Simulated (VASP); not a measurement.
# TlPt (P6/mmm) in VASP: a series of runs

The runs below take TlPt through single point, with r2SCAN+D3(BJ), r2SCAN.

All numbers are computed with VASP 6.6.1; they aren't measurements. Logs are shortened: lines on timing, memory, paths and dates and some standing lists are left out, and cuts for length are marked.

## 1. The cell of the first run

It takes space group P6/mmm (No. 191, hexagonal). The conventional cell has a = 6.515 Å, b = 6.515 Å, c = 3.927 Å, α = 90.00°, β = 90.00°, γ = 120.00°. Within 3.6 Å of Tl (site symmetry mmm) lie 6 Pt at 2.72 to 3.26 Å and 4 Tl at 3.26 Å. Within 4.3 Å of Pt (site symmetry 6/mmm) lie 6 Tl at 3.26 Å and 14 Pt at 3.93 to 4.24 Å. Within 3.6 Å of Pt (site symmetry -6m2) lie 6 Tl at 2.72 Å.

## 2. Single point, r2SCAN+D3(BJ)

The input, POSCAR:

```
TlPt
1.0
    6.5146327026      0.0000000000      0.0000000000
   -3.2573163513      5.6418374167      0.0000000000
    0.0000000000      0.0000000000      3.9265257473
Tl Pt
3 3
Direct
    0.5000000000      0.0000000000      0.0000000000
    0.5000000000      0.5000000000      0.0000000000
    0.0000000000      0.5000000000      0.0000000000
    0.0000000000      0.0000000000      0.0000000000
    0.3333333333      0.6666666667      0.5000000000
    0.6666666667      0.3333333333      0.5000000000
```

The input, INCAR.step1:

```
ALGO = Normal
EDIFF = 1E-4
ENCUT = 520
GGA = PE
ISMEAR = 0
LASPH = T
LCHARG = F
LREAL = F
LWAVE = T
NBANDS = 44
NELM = 100
PREC = Accurate
SIGMA = 0.05
```

The input, INCAR.step2:

```
ALGO = Normal
EDIFF = 1E-6
ENCUT = 520
ISIF = 2
ISMEAR = 0
ISTART = 1
IVDW = 12
LASPH = T
LCHARG = F
LMIXTAU = T
LREAL = F
LWAVE = F
METAGGA = R2SCAN
NBANDS = 44
NELM = 100
PREC = Accurate
SIGMA = 0.05
VDW_A1 = 0.49484001
VDW_A2 = 5.73083694
VDW_S6 = 1.0
VDW_S8 = 0.78981345
```

The input, KPOINTS:

```
k-points
0
Gamma
  6 6 8
```

Potentials or basis: VASP PAW PBE potentials, release 64 (Tl_d, Pt).

Started as:

```bash
$ cat potpaw_PBE.64/Tl_d/POTCAR potpaw_PBE.64/Pt/POTCAR > POTCAR
$ cp INCAR.step1 INCAR
$ mpirun -np 1 vasp_std > vasp.out
$ cp INCAR.step2 INCAR
$ mpirun -np 1 vasp_std > vasp.out
```

OUTCAR:

```text
EDIFF = 1E-6
   ENCUT = 520
   ISIF = 2
   ISMEAR = 0
   ISTART = 1
   IVDW = 12
   LASPH = T
   LREAL = F
   METAGGA = R2SCAN
   NELM = 100
   PREC = Accurate
 IVDW          = 12

 ion  position               nearest neighbor table
   1  0.500  0.000  0.000-   5 2.72   6 2.72   5 2.72   6 2.72   2 3.26   3 3.26   2 3.26   3 3.26
                             4 3.26   4 3.26
   2  0.500  0.500  0.000-   5 2.72   6 2.72   5 2.72   6 2.72   1 3.26   4 3.26   1 3.26   4 3.26
                             3 3.26   3 3.26
   3  0.000  0.500  0.000-   5 2.72   6 2.72   5 2.72   6 2.72   1 3.26   4 3.26   4 3.26   1 3.26
                             2 3.26   2 3.26
   4  0.000  0.000  0.000-   2 3.26   3 3.26   3 3.26   2 3.26   1 3.26   1 3.26
   5  0.333  0.667  0.500-   1 2.72   1 2.72   3 2.72   3 2.72   2 2.72   2 2.72
   6  0.667  0.333  0.500-   1 2.72   1 2.72   3 2.72   3 2.72   2 2.72   2 2.72

  LATTYP: Found a hexagonal cell.
 ALAT       =     6.5146327026
 C/A-ratio  =     0.6027240409

  Lattice vectors:

 A1 = (   6.5146327026,   0.0000000000,   0.0000000000)
 A2 = (  -3.2573163513,   5.6418374167,   0.0000000000)
 A3 = (   0.0000000000,   0.0000000000,   3.9265257473)

Analysis of symmetry for initial positions (statically):
=====================================================================
 Subroutine PRICEL returns:
 Original cell was already a primitive cell.

 Routine SETGRP: Setting up the symmetry group for a
 hexagonal supercell.

 Subroutine GETGRP returns: Found 24 space group operations
 (whereof 24 operations were pure point group operations)
 out of a pool of 24 trial point group operations.

The static configuration has the point symmetry D_6h.

Analysis of symmetry for dynamics (positions and initial velocities):
=====================================================================
 Subroutine PRICEL returns:
 Original cell was already a primitive cell.

 Routine SETGRP: Setting up the symmetry group for a
 hexagonal supercell.

 Subroutine GETGRP returns: Found 24 space group operations
 (whereof 24 operations were pure point group operations)
 out of a pool of 24 trial point group operations.

The dynamic configuration has the point symmetry D_6h.

 Subroutine INISYM returns: Found 24 space group operations
 (whereof 24 operations are pure point group operations),
 and found     1 'primitive' translations

----------------------------------------------------------------------------------------

                                     Primitive cell

  volume of cell :     144.3175

  direct lattice vectors                    reciprocal lattice vectors
     6.514632703  0.000000000  0.000000000     0.153500596  0.088623610  0.000000000
    -3.257316351  5.641837417  0.000000000     0.000000000  0.177247220  0.000000000
     0.000000000  0.000000000  3.926525747     0.000000000  0.000000000  0.254678070

  length of vectors
     6.514632703  6.514632703  3.926525747     0.177247220  0.177247220  0.254678070

  position of ions in fractional coordinates (direct lattice)
     0.500000000  0.000000000  0.000000000
     0.500000000  0.500000000  0.000000000
     0.000000000  0.500000000  0.000000000
     0.000000000  0.000000000  0.000000000
     0.333333333  0.666666667  0.500000000
     0.666666667  0.333333333  0.500000000

  ion indices of the primitive-cell ions
   primitive index   ion index
                 1           1
                 2           2
                 3           3
                 4           4
                 5           5
                 6           6

----------------------------------------------------------------------------------------

 KPOINTS: k-points

Automatic generation of k-mesh.
 Grid dimensions read from file:
 generate k-points for:    6    6    8

 Generating k-lattice:

  Cartesian coordinates                     Fractional coordinates (reciprocal lattice)
     0.025583433  0.014770602  0.000000000     0.166666667  0.000000000  0.000000000
     0.000000000  0.029541203  0.000000000     0.000000000  0.166666667  0.000000000
     0.000000000  0.000000000  0.031834759     0.000000000  0.000000000  0.125000000

  Length of vectors
     0.029541203  0.029541203  0.031834759

  Shift w.r.t. Gamma in fractional coordinates (k-lattice)
     0.000000000  0.000000000  0.000000000

 Subroutine IBZKPT returns following result:
 ===========================================

 Found     35 irreducible k-points:

 Following reciprocal coordinates:
            Coordinates               Weight
  0.000000  0.000000  0.000000      1.000000
  0.166667  0.000000  0.000000      6.000000
  0.333333  0.000000  0.000000      6.000000
  0.500000  0.000000  0.000000      3.000000
  0.166667  0.166667  0.000000      6.000000
  0.333333  0.166667  0.000000     12.000000
[... 16 lines left out ...]
  0.166667  0.000000  0.375000     12.000000
  0.333333  0.000000  0.375000     12.000000
 [... further k-points ...]
   k-points           NKPTS =     35   k-points in BZ     NKDIM =     35   number of bands    NBANDS=     44
   number of dos      NEDOS =    301   number of ions     NIONS =      6
   total plane-waves  NPLWV =  69120
   dimension x,y,z NGX =    48 NGY =   48 NGZ =   30
   dimension x,y,z NGXF=    96 NGYF=   96 NGZF=   60
   ions per type =               3   3
   NGX,Y,Z   is equivalent  to a cutoff of  12.25, 12.25, 12.70 a.u.
   NGXF,Y,Z  is equivalent  to a cutoff of  24.50, 24.50, 25.40 a.u.
 SYSTEM =  unknown system
   PREC   = accura    normal or accurate (medium, high low for compatibility)
   ISTART =      1    job   : 0-new  1-cont  2-samecut
   ICHARG =      0    charge: 1-file 2-atom 10-const
   ISPIN  =      1    spin polarized calculation?
   LNONCOLLINEAR =      F non collinear calculations
   LSORBIT =      F    spin-orbit coupling
   LASPH  =      T    aspherical Exc in radial PAW
   ENCUT  =  520.0 eV  38.22 Ry    6.18 a.u.  12.11 12.11  7.30*2*pi/ulx,y,z
   NELM   =    100;   NELMIN=  2; NELMDL=  0     # of ELM steps
   EDIFF  = 0.1E-05   stopping-criterion for ELM
   LREAL  =      F    real-space projection
   EDIFFG = 0.1E-04   stopping-criterion for IOM
   NSW    =      0    number of steps for IOM
   IBRION =     -1    ionic relax: 0-MD 1-quasi-New 2-CG
   NFREE  =      0    steps in history (QN), initial steepest desc. (CG)
   ISIF   =      2    stress and relaxation
   ISYM   =      2    0-nonsym 1-usesym 2-fastsym
   POTIM  = 0.5000    time-step for ionic-motion
   TEBEG  =    0.0;   TEEND  =   0.0 temperature during run
   PSTRESS=    0.0 pullay stress
   NELECT =      69.0000    total number of electrons
   NUPDOWN=      -1.0000    fix difference up-down
   EMIN   =  10.00;   EMAX   =-10.00  energy-range for DOS
   EFERMI =   0.00;   METHOD = LEGACY
   ISMEAR =     0;   SIGMA  =   0.05  broadening in eV -4-tet -1-fermi 0-gaus
   EFERMI_NEDOS =   21; number of points for ismear=-14 and -15
   IALGO  =     38    algorithm
   IMIX   =      4    mixing-type and parameters
     AMIX     =   0.40;   BMIX     =  1.00
     AMIX_MAG =   1.60;   BMIX_MAG =  1.00
  volume/ion in A,a.u.               =      24.05       162.32
  Fermi-wavevector in a.u.,A,eV,Ry     =   1.280123  2.419081 22.296054  1.638714
  Thomas-Fermi vector in A             =   2.412569
   LORBIT       =      0    0 simple, 1 ext, 2 COOP (PROOUT), +10 PAW based schemes
   METAGGA = R2SCAN    functional components
   LHFCALC =     F    Hartree Fock is set to
   AEXX    =    0.0000 exact exchange contribution
   IVDW    =    12    specifies the selected vdW correction
   LEPSILON=     F    determine dielectric tensor
   LRPA    =     F    only Hartree local field effects (RPA)
 non-spin polarized calculation
 Gauss-broadening in eV      SIGMA  =   0.05
  energy-cutoff  :      520.00
  volume of cell :      144.32
 maximum number of plane-waves:      3909
   NGX = 25   NGY = 25   NGZ = 15

 number of electron      69.0000001 magnetization

 Free energy of the ion-electron system (eV)
  ---------------------------------------------------
  ext. energy  EPLUGINS =         0.00000000
  ---------------------------------------------------
  free energy    TOTEN  =      -311.00069284 eV

  energy without entropy =     -310.99687355  energy(sigma->0) =     -310.99878320

 E-fermi :   6.2618     XC(G=0): -11.4236

 val. band max:        6.2584664645   @ k =   0.5000   0.0000   0.3750
 cond. band min:       6.2753204985   @ k =   0.3333   0.0000   0.0000
 fundamental gap:      0.0168540339
 Fermi energy:         6.2617647232

 k-point     1 :       0.0000    0.0000    0.0000
  band No.  band energies     occupation
      1      -6.7128      2.00000
      2      -6.1318      2.00000
      3      -6.1318      2.00000
      4      -6.0607      2.00000
      5      -6.0183      2.00000
      6      -6.0183      2.00000
[... 36 lines left out ...]
     43      15.1873      0.00000
     44      15.1873      0.00000

 k-point     2 :       0.1667    0.0000    0.0000
  band No.  band energies     occupation
      1      -6.6432      2.00000
      2      -6.1191      2.00000
      3      -6.0782      2.00000
      4      -6.0550      2.00000
      5      -6.0129      2.00000
      6      -6.0068      2.00000
[... 36 lines left out ...]
     43      13.9067      0.00000
     44      14.7577      0.00000

 k-point     3 :       0.3333    0.0000    0.0000
  band No.  band energies     occupation
      1      -6.4723      2.00000
      2      -6.0784      2.00000
      3      -6.0473      2.00000
      4      -5.9966      2.00000
      5      -5.9819      2.00000
      6      -5.9338      2.00000
[... 976 lines left out ...]
     43      13.0678      0.00000
     44      13.3010      0.00000

 k-point    24 :       0.3333    0.0000    0.3750
  band No.  band energies     occupation
      1      -6.3170      2.00000
      2      -6.2828      2.00000
      3      -6.0453      2.00000
      4      -5.9566      2.00000
      5      -5.9170      2.00000
      6      -5.8209      2.00000
[... 36 lines left out ...]
     43      12.2990      0.00000
     44      12.4462      0.00000

 [... further k-points ...]

------------------------ aborting loop because EDIFF is reached ----------------------------------------

 Edisp (eV)   -1.27897

 E8    (eV) :    -0.5075

  FORCE on cell =-STRESS in cart. coord.  units (eV):
  Direction    XX          YY          ZZ          XY          YZ          ZX
  --------------------------------------------------------------------------------------
  -------------------------------------------------------------------------------------
  Total      -1.07702    -1.07702    -0.90590     0.00000     0.00000     0.00000
  in kB     -11.95680   -11.95680   -10.05706     0.00000     0.00000     0.00000
  external pressure =      -11.32 kB  Pullay stress =        0.00 kB

 VOLUME and BASIS-vectors are now :
 -----------------------------------------------------------------------------
  energy-cutoff  :      520.00
  volume of cell :      144.32
      direct lattice vectors                 reciprocal lattice vectors
     6.514632703  0.000000000  0.000000000     0.153500596  0.088623610  0.000000000
    -3.257316351  5.641837417  0.000000000     0.000000000  0.177247220  0.000000000
     0.000000000  0.000000000  3.926525747     0.000000000  0.000000000  0.254678070

 POSITION                                       TOTAL-FORCE (eV/Angst)
 -----------------------------------------------------------------------------------
      3.25732      0.00000      0.00000         0.000000      0.000000      0.000000
      1.62866      2.82092      0.00000         0.000000      0.000000      0.000000
     -1.62866      2.82092      0.00000         0.000000      0.000000      0.000000
      0.00000      0.00000      0.00000         0.000000      0.000000      0.000000
     -0.00000      3.76122      1.96326        -0.000000      0.000000     -0.000000
      3.25732      1.88061      1.96326        -0.000000      0.000000      0.000000
 -----------------------------------------------------------------------------------
    total drift:                               -0.000000      0.000000      0.000000

  FREE ENERGIE OF THE ION-ELECTRON SYSTEM (eV)
  ---------------------------------------------------
  free  energy   TOTEN  =      -312.2796636959 eV

  energy  without entropy=     -312.2758444089  energy(sigma->0) =     -312.27775405
```

Run time: 6.2 min. Hardware: 1 thread of Intel Xeon Platinum 8488C (Sapphire Rapids), shared host; peak memory 0.39 GiB.

What came out:

- Free energy: -312.2797 eV
- Pressure: -1.1 GPa
- Band gap on the k mesh: zero (an odd number of electrons rules out a gap without spin polarisation)
- Dispersion energy per atom: -0.213 eV

Stress tensor (GPa, compression positive):
```
-1.20  0.00  0.00
 0.00 -1.20  0.00
 0.00  0.00 -1.01
```

Caveat: three body term missing; the PAW data sets were made with another functional, which shifts forces and pressure a little; spin-orbit coupling is left out, which moves the levels of the heavy elements.

[end of part 1 of 2]
